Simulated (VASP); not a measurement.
# ZnO in VASP: further runs

Runs on ZnO. Level: LDA. Tasks: single point.

Everything below comes from runs of VASP 6.6.1. Logs are shortened: lines on timing, memory, paths and dates and some standing lists are left out, and cuts for length are marked.

## (1) The cell of the first run

Symmetry: Fm-3m, No. 225, cubic system. Conventional cell: a = 4.447 Å, b = 4.447 Å, c = 4.447 Å, α = 90.00°, β = 90.00°, γ = 90.00°. Within 2.9 Å of Zn (site symmetry m-3m) lie 6 O at 2.22 Å. Within 2.9 Å of O (site symmetry m-3m) lie 6 Zn at 2.22 Å.

## (2) Single point, LDA (strain +0.025 along x and y, +0.025 along z)

INCAR

```
SYSTEM = ZnO
PREC = Accurate
ENCUT = 520
EDIFF = 1E-7
ISMEAR = 0
SIGMA = 0.05
LREAL = .FALSE.
LASPH = .TRUE.
NELM = 60
ALGO = Normal
ISIF = 2
LWAVE = .FALSE.
LCHARG = .TRUE.
GGA = CA
LELF = .TRUE.
LVHAR = .TRUE.
NBANDS = 16
```

KPOINTS

```
regular mesh
0
G
  12 12 12
  0 0 0
```

POSCAR

```
ZnO
1.0
    0.0000000000      2.2236780500      2.2236780500
    2.2236780500      0.0000000000      2.2236780500
    2.2236780500      2.2236780500      0.0000000000
Zn O
1 1
Direct
    0.0000000000      0.0000000000      0.0000000000
    0.5000000000      0.5000000000      0.5000000000
```

Potentials or basis: VASP PAW LDA potentials, release 64 (Zn, O).

The run is started by

```bash
cat potpaw_LDA.64/Zn/POTCAR potpaw_LDA.64/O/POTCAR > POTCAR
mpirun -np 1 vasp_std > vasp.out
```

OUTCAR:

```text
SYSTEM = ZnO
   PREC = Accurate
   ENCUT = 520
   EDIFF = 1E-7
   ISMEAR = 0
   LREAL = .FALSE.
   LASPH = .TRUE.
   NELM = 60
   ISIF = 2
   GGA = CA

 ion  position               nearest neighbor table
   1  0.000  0.000  0.000-   2 2.22   2 2.22   2 2.22   2 2.22   2 2.22   2 2.22
   2  0.500  0.500  0.500-   1 2.22   1 2.22   1 2.22   1 2.22   1 2.22   1 2.22

  LATTYP: Found a face centered cubic cell.
 ALAT       =     4.4473561000

  Lattice vectors:

 A1 = (   0.0000000000,   2.2236780500,   2.2236780500)
 A2 = (   2.2236780500,   0.0000000000,   2.2236780500)
 A3 = (   2.2236780500,   2.2236780500,   0.0000000000)

Analysis of symmetry for initial positions (statically):
=====================================================================
 Subroutine PRICEL returns:
 Original cell was already a primitive cell.

 Routine SETGRP: Setting up the symmetry group for a
 face centered cubic supercell.

 Subroutine GETGRP returns: Found 48 space group operations
 (whereof 48 operations were pure point group operations)
 out of a pool of 48 trial point group operations.

The static configuration has the point symmetry O_h .

Analysis of symmetry for dynamics (positions and initial velocities):
=====================================================================
 Subroutine PRICEL returns:
 Original cell was already a primitive cell.

 Routine SETGRP: Setting up the symmetry group for a
 face centered cubic supercell.

 Subroutine GETGRP returns: Found 48 space group operations
 (whereof 48 operations were pure point group operations)
 out of a pool of 48 trial point group operations.

The dynamic configuration has the point symmetry O_h .

 Subroutine INISYM returns: Found 48 space group operations
 (whereof 48 operations are pure point group operations),
 and found     1 'primitive' translations

----------------------------------------------------------------------------------------

                                     Primitive cell

  volume of cell :      21.9910

  direct lattice vectors                    reciprocal lattice vectors
     0.000000000  2.223678050  2.223678050    -0.224852694  0.224852694  0.224852694
     2.223678050  0.000000000  2.223678050     0.224852694 -0.224852694  0.224852694
     2.223678050  2.223678050  0.000000000     0.224852694  0.224852694 -0.224852694

  length of vectors
     3.144755657  3.144755657  3.144755657     0.389456290  0.389456290  0.389456290

  position of ions in fractional coordinates (direct lattice)
     0.000000000  0.000000000  0.000000000
     0.500000000  0.500000000  0.500000000

  ion indices of the primitive-cell ions
   primitive index   ion index
                 1           1
                 2           2

----------------------------------------------------------------------------------------

 KPOINTS: regular mesh

Automatic generation of k-mesh.
 Grid dimensions read from file:
 generate k-points for:   12   12   12

 Generating k-lattice:

  Cartesian coordinates                     Fractional coordinates (reciprocal lattice)
    -0.018737724  0.018737724  0.018737724     0.083333333  0.000000000  0.000000000
     0.018737724 -0.018737724  0.018737724     0.000000000  0.083333333  0.000000000
     0.018737724  0.018737724 -0.018737724     0.000000000  0.000000000  0.083333333

  Length of vectors
     0.032454691  0.032454691  0.032454691

  Shift w.r.t. Gamma in fractional coordinates (k-lattice)
     0.000000000  0.000000000  0.000000000

 Subroutine IBZKPT returns following result:
 ===========================================

 Found     72 irreducible k-points:

 Following reciprocal coordinates:
            Coordinates               Weight
  0.000000  0.000000  0.000000      1.000000
  0.083333  0.000000  0.000000      8.000000
  0.166667  0.000000  0.000000      8.000000
  0.250000  0.000000  0.000000      8.000000
  0.333333  0.000000  0.000000      8.000000
  0.416667  0.000000  0.000000      8.000000
[... 16 lines left out ...]
  0.500000  0.166667  0.000000     24.000000
 -0.416667  0.166667  0.000000     24.000000
 [... further k-points ...]
   k-points           NKPTS =     72   k-points in BZ     NKDIM =     72   number of bands    NBANDS=     16
   number of dos      NEDOS =    301   number of ions     NIONS =      2
   total plane-waves  NPLWV =  13824
   dimension x,y,z NGX =    24 NGY =   24 NGZ =   24
   dimension x,y,z NGXF=    48 NGYF=   48 NGZF=   48
   ions per type =               1   1
   NGX,Y,Z   is equivalent  to a cutoff of  12.69, 12.69, 12.69 a.u.
   NGXF,Y,Z  is equivalent  to a cutoff of  25.37, 25.37, 25.37 a.u.
 SYSTEM =  ZnO
   PREC   = accura    normal or accurate (medium, high low for compatibility)
   ISTART =      0    job   : 0-new  1-cont  2-samecut
   ICHARG =      2    charge: 1-file 2-atom 10-const
   ISPIN  =      1    spin polarized calculation?
   LNONCOLLINEAR =      F non collinear calculations
   LSORBIT =      F    spin-orbit coupling
   LASPH  =      T    aspherical Exc in radial PAW
   ENCUT  =  520.0 eV  38.22 Ry    6.18 a.u.   5.85  5.85  5.85*2*pi/ulx,y,z
   NELM   =     60;   NELMIN=  2; NELMDL= -5     # of ELM steps
   EDIFF  = 0.1E-06   stopping-criterion for ELM
   LREAL  =      F    real-space projection
   EDIFFG = 0.1E-05   stopping-criterion for IOM
   NSW    =      0    number of steps for IOM
   IBRION =     -1    ionic relax: 0-MD 1-quasi-New 2-CG
   NFREE  =      0    steps in history (QN), initial steepest desc. (CG)
   ISIF   =      2    stress and relaxation
   ISYM   =      2    0-nonsym 1-usesym 2-fastsym
   POTIM  = 0.5000    time-step for ionic-motion
   TEBEG  =    0.0;   TEEND  =   0.0 temperature during run
   PSTRESS=    0.0 pullay stress
   NELECT =      18.0000    total number of electrons
   NUPDOWN=      -1.0000    fix difference up-down
   EMIN   =  10.00;   EMAX   =-10.00  energy-range for DOS
   EFERMI =   0.00;   METHOD = LEGACY
   ISMEAR =     0;   SIGMA  =   0.05  broadening in eV -4-tet -1-fermi 0-gaus
   EFERMI_NEDOS =   21; number of points for ismear=-14 and -15
   IALGO  =     38    algorithm
   IMIX   =      4    mixing-type and parameters
     AMIX     =   0.40;   BMIX     =  1.00
     AMIX_MAG =   1.60;   BMIX_MAG =  1.00
  volume/ion in A,a.u.               =      11.00        74.20
  Fermi-wavevector in a.u.,A,eV,Ry     =   1.531383  2.893894 31.907474  2.345133
  Thomas-Fermi vector in A             =   2.638735
   LORBIT       =      0    0 simple, 1 ext, 2 COOP (PROOUT), +10 PAW based schemes
   GGA     = CA    functional components
   LHFCALC =     F    Hartree Fock is set to
   AEXX    =    0.0000 exact exchange contribution
   IVDW    =     0    specifies the selected vdW correction
   LEPSILON=     F    determine dielectric tensor
   LRPA    =     F    only Hartree local field effects (RPA)
 non-spin polarized calculation
 Gauss-broadening in eV      SIGMA  =   0.05
  energy-cutoff  :      520.00
  volume of cell :       21.99
 maximum number of plane-waves:       609
   NGX = 11   NGY = 11   NGZ = 11

 number of electron      17.9999985 magnetization

 Free energy of the ion-electron system (eV)
  ---------------------------------------------------
  ext. energy  EPLUGINS =         0.00000000
  ---------------------------------------------------
  free energy    TOTEN  =       -10.11009283 eV

  energy without entropy =      -10.11009283  energy(sigma->0) =      -10.11009283

 E-fermi :   1.5149     XC(G=0): -12.1543

 val. band max:        1.3261728389   @ k =   0.5000   0.0000   0.0000
 cond. band min:       1.6907363937   @ k =   0.0000   0.0000   0.0000
 fundamental gap:      0.3645635548
 Fermi energy:         1.5148777196

 k-point     1 :       0.0000    0.0000    0.0000
  band No.  band energies     occupation
      1     -16.0231      2.00000
      2      -3.4859      2.00000
      3      -3.4859      2.00000
      4      -3.4859      2.00000
      5      -3.3178      2.00000
      6      -3.3178      2.00000
[... 8 lines left out ...]
     15      18.8730      0.00000
     16      18.8730      0.00000

 k-point     2 :       0.0833    0.0000    0.0000
  band No.  band energies     occupation
      1     -15.9577      2.00000
      2      -3.5185      2.00000
      3      -3.4836      2.00000
      4      -3.4836      2.00000
      5      -3.3655      2.00000
      6      -3.3655      2.00000
[... 8 lines left out ...]
     15      19.4312      0.00000
     16      19.4312      0.00000

 k-point     3 :       0.1667    0.0000    0.0000
  band No.  band energies     occupation
      1     -15.7738      2.00000
      2      -3.6614      2.00000
      3      -3.5868      2.00000
      4      -3.5868      2.00000
      5      -3.3744      2.00000
      6      -3.3744      2.00000
[... 8 lines left out ...]
     15      20.1747      0.00000
     16      20.1747      0.00000

 k-point     4 :       0.2500    0.0000    0.0000
  band No.  band energies     occupation
      1     -15.5061      2.00000
      2      -4.0337      2.00000
      3      -3.7848      2.00000
      4      -3.7848      2.00000
      5      -3.3071      2.00000
      6      -3.3071      2.00000
[... 8 lines left out ...]
     15      21.1614      0.00000
     16      21.1614      0.00000

 k-point     5 :       0.3333    0.0000    0.0000
  band No.  band energies     occupation
      1     -15.2154      2.00000
      2      -4.5977      2.00000
      3      -3.9707      2.00000
      4      -3.9707      2.00000
      5      -3.2321      2.00000
      6      -3.2321      2.00000
[... 8 lines left out ...]
     15      22.3805      0.00000
     16      22.3805      0.00000

 k-point     6 :       0.4167    0.0000    0.0000
  band No.  band energies     occupation
      1     -14.9845      2.00000
      2      -5.0770      2.00000
      3      -4.0981      2.00000
      4      -4.0981      2.00000
      5      -3.1755      2.00000
      6      -3.1755      2.00000
[... 8 lines left out ...]
     15      23.6411      0.00000
     16      23.6411      0.00000

 k-point     7 :       0.5000    0.0000    0.0000
  band No.  band energies     occupation
      1     -14.8953      2.00000
      2      -5.2599      2.00000
      3      -4.1431      2.00000
      4      -4.1431      2.00000
      5      -3.1545      2.00000
      6      -3.1545      2.00000
[... 8 lines left out ...]
     15      24.3058      0.00000
     16      24.3058      0.00000

 k-point     8 :       0.0833    0.0833    0.0000
  band No.  band energies     occupation
      1     -15.9368      2.00000
      2      -3.5073      2.00000
      3      -3.4807      2.00000
      4      -3.4807      2.00000
      5      -3.4770      2.00000
      6      -3.3071      2.00000
[... 8 lines left out ...]
     15      20.7959      0.00000
     16      20.7959      0.00000

 k-point     9 :       0.1667    0.0833    0.0000
  band No.  band energies     occupation
      1     -15.7946      2.00000
      2      -3.6894      2.00000
      3      -3.5678      2.00000
      4      -3.5043      2.00000
      5      -3.4423      2.00000
      6      -3.3124      2.00000
[... 8 lines left out ...]
     15      20.8682      0.00000
     16      21.6699      0.00000
[... 172 lines left out ...]
 k-point    19 :       0.1667    0.1667    0.0000
  band No.  band energies     occupation
      1     -15.7020      2.00000
      2      -3.8728      2.00000
      3      -3.5658      2.00000
      4      -3.4543      2.00000
      5      -3.4543      2.00000
      6      -3.2781      2.00000
[... 8 lines left out ...]
     15      23.3748      0.00000
     16      23.3748      0.00000

 k-point    20 :       0.2500    0.1667    0.0000
  band No.  band energies     occupation
      1     -15.5140      2.00000
      2      -4.1014      2.00000
      3      -3.6391      2.00000
      4      -3.4933      2.00000
      5      -3.4146      2.00000
      6      -3.2472      2.00000
[... 8 lines left out ...]
     15      23.6343      0.00000
     16      24.1427      0.00000

 k-point    21 :       0.3333    0.1667    0.0000
  band No.  band energies     occupation
      1     -15.2710      2.00000
      2      -4.3424      2.00000
      3      -3.7947      2.00000
      4      -3.6416      2.00000
      5      -3.3555      2.00000
      6      -3.1888      2.00000
[... 8 lines left out ...]
     15      23.6262      0.00000
     16      24.6083      0.00000

 k-point    22 :       0.4167    0.1667    0.0000
  band No.  band energies     occupation
      1     -15.0335      2.00000
      2      -4.6011      2.00000
      3      -3.9780      2.00000
      4      -3.8202      2.00000
      5      -3.2836      2.00000
      6      -3.1443      2.00000
[... 8 lines left out ...]
     15      23.6512      0.00000
     16      25.1155      0.00000

 k-point    23 :       0.5000    0.1667    0.0000
  band No.  band energies     occupation
      1     -14.8731      2.00000
      2      -4.8272      2.00000
      3      -4.0646      2.00000
      4      -3.9684      2.00000
      5      -3.2126      2.00000
      6      -3.1360      2.00000
[... 8 lines left out ...]
     15      23.3630      0.00000
     16      24.9638      0.00000

 k-point    24 :      -0.4167    0.1667    0.0000
  band No.  band energies     occupation
      1     -14.8461      2.00000
      2      -4.8973      2.00000
      3      -4.0524      2.00000
      4      -4.0322      2.00000
      5      -3.1673      2.00000
      6      -3.1615      2.00000
[... 8 lines left out ...]
     15      22.8050      0.00000
     16      23.7344      0.00000

 [... further k-points ...]
[... 5 lines left out ...]
  --------------------------------------------------------------------------------------
  -------------------------------------------------------------------------------------
  Total       -3.0931243     -3.0931243     -3.0931243      0.0000000     -0.0000000     -0.0000000
  in kB     -225.3524227   -225.3524227   -225.3524227      0.0000000     -0.0000000     -0.0000000
  external PRESSURE =    -225.3524227 kB  Pullay stress =       0.0000000 kB

 VOLUME and BASIS-vectors are now :
 -----------------------------------------------------------------------------
  energy-cutoff  :      520.00
  volume of cell :       21.99
      direct lattice vectors                 reciprocal lattice vectors
     0.000000000  2.223678050  2.223678050    -0.224852694  0.224852694  0.224852694
     2.223678050  0.000000000  2.223678050     0.224852694 -0.224852694  0.224852694
     2.223678050  2.223678050  0.000000000     0.224852694  0.224852694 -0.224852694

 POSITION                                       TOTAL-FORCE (eV/Angst)
 -----------------------------------------------------------------------------------
      0.00000      0.00000      0.00000         0.000000      0.000000     -0.000000
      2.22368      2.22368      2.22368        -0.000000     -0.000000      0.000000
 -----------------------------------------------------------------------------------
    total drift:                                0.000000     -0.000000     -0.000000

  FREE ENERGIE OF THE ION-ELECTRON SYSTEM (eV)
  ---------------------------------------------------
  free  energy   TOTEN  =       -10.1100928309 eV

  energy  without entropy=      -10.1100928308  energy(sigma->0) =      -10.11009283
```

Run time: 16 s. Hardware: 1 thread of Intel Xeon 6455B, shared host; peak memory 0.14 GiB.

Results:

| Item | Value |
| --- | --- |
| Free energy | -10.1101 eV |
| Pressure | -22.5 GPa |
| Band gap on the k mesh | 0.36 eV, indirect (least direct gap 1.34 eV) |

Caveat: the cell differs from its parent crystal (strain +0.025 along x and y, +0.025 along z). A k mesh can miss the band edges.

## (3) Single point, LDA (strain +0.050 along x and y, +0.050 along z)

INCAR

```
SYSTEM = ZnO
PREC = Accurate ; ENCUT = 520
EDIFF = 1E-6 ; ISMEAR = 0
SIGMA = 0.05 ; LREAL = .FALSE.
LASPH = .TRUE. ; NELM = 60
ALGO = Normal ; ISIF = 2
LWAVE = .FALSE. ; LCHARG = .FALSE.
NBANDS = 16
```

KPOINTS

```
Automatic mesh
0
G
  12 12 12
  0 0 0
```

POSCAR

```
ZnO
1.0
    0.0000000000      2.2779141000      2.2779141000
    2.2779141000      0.0000000000      2.2779141000
    2.2779141000      2.2779141000      0.0000000000
Zn O
1 1
Direct
    0.0000000000      0.0000000000      0.0000000000
    0.5000000000      0.5000000000      0.5000000000
```

Potentials or basis: VASP PAW LDA potentials, release 64 (Zn, O).

The run is started by

```bash
cat potpaw_LDA.64/Zn/POTCAR potpaw_LDA.64/O/POTCAR > POTCAR
mpirun -np 1 vasp_std > vasp.out
```

Run time: 15 s. Hardware: 1 thread of Intel Xeon 6455B, shared host; peak memory 0.14 GiB.

The run converged. Its results:

- Free energy: -9.8491 eV
- Pressure: -28.0 GPa
- Band gap on the k mesh: 0.08 eV, indirect (least direct gap 0.86 eV)

Levels at points of the mesh, in eV from the valence-band top:
```
           k point  band 5  band 6  band 7  band 8  band 9  band 10  band 11  band 12  band 13  band 14
(0.00, 0.00, 0.00)   -4.63   -4.63   -0.78   -0.78   -0.78     0.08    16.63    16.63    16.63    16.73
(0.50, 0.00, 0.00)   -4.50   -4.50   -3.58    0.00    0.00     5.02     7.37    11.57    11.57    17.28
(0.50, 0.50, 0.00)   -4.42   -4.26   -4.21   -1.94   -1.94     3.19     9.40    10.77    13.36    13.36
```

Caveat: the cell differs from its parent crystal (strain +0.050 along x and y, +0.050 along z). A k mesh can miss the band edges.

## (4) Single point, LDA (strain -0.050 along x and y, -0.025 along z)

INCAR

```
PREC = Accurate
ENCUT = 520
EDIFF = 1E-6
ISMEAR = 0
SIGMA = 0.05
LREAL = False
LASPH = True
NELM = 80
ALGO = Normal
ISIF = 2
LWAVE = False
LCHARG = False
NBANDS = 16
```

KPOINTS

```
regular mesh
0
Gamma
  12 12 12
```

POSCAR

```
ZnO
1.0
    0.0000000000      2.0609699000      2.1152059500
    2.0609699000      0.0000000000      2.1152059500
    2.0609699000      2.0609699000      0.0000000000
Zn O
1 1
Direct
    0.0000000000      0.0000000000      0.0000000000
    0.5000000000      0.5000000000      0.5000000000
```

The run is started by

```bash
cat potpaw_LDA.64/Zn/POTCAR potpaw_LDA.64/O/POTCAR > POTCAR
mpirun -np 1 vasp_std > vasp.out
```

Wall time 26 s (1 thread of Intel Xeon 6455B, shared host); peak memory 0.16 GiB.

The run converged. Its results:

```
Free energy            : -10.3292 eV
Pressure               : 11.2 GPa
Band gap on the k mesh : 1.23 eV, indirect (least direct gap 2.95 eV)
```

Stress tensor (GPa, compression positive):
```
12.65  0.00  0.00
 0.00 12.65  0.00
 0.00  0.00  8.15
```

Levels at points of the mesh, in eV from the valence-band top:
```
           k point  band 7  band 8  band 9  band 10  band 11  band 12
(0.00, 0.00, 0.00)   -1.86   -1.86   -1.72     1.23    18.18    18.30
(0.50, 0.00, 0.00)   -3.88   -0.18    0.00     5.35     9.64    12.64
(0.50, 0.50, 0.00)   -4.17   -3.36   -3.36     4.36    10.73    11.45
(0.50, 0.00, 0.50)   -4.10   -3.59   -3.32     4.29    11.10    11.10
```

Caveat: the cell differs from its parent crystal (strain -0.050 along x and y, -0.025 along z). A k mesh can miss the band edges.

## (5) Summary

| cell | gap on the mesh (eV) | pressure (GPa) |
| --- | --- | --- |
| a = 3.145 Å, angles 60.0°, 2 atoms | 0.36 | -22.5 |
| a = 3.221 Å, angles 60.0°, 2 atoms | 0.08 | -28.0 |
| a = 2.953, b = 2.953, c = 2.915 Å, angles 60.4, 60.4, 59.1°, 2 atoms | 1.23 | 11.2 |

Alike in all rows: task single point; level LDA; potentials or basis VASP PAW LDA potentials, release 64 (Zn, O); no spin polarisation; k mesh 12 × 12 × 12; cutoff (eV) 520; smearing gaussian 0.05 eV.

Total energies depend on the potentials used, so only differences within one code and one set of settings carry meaning.
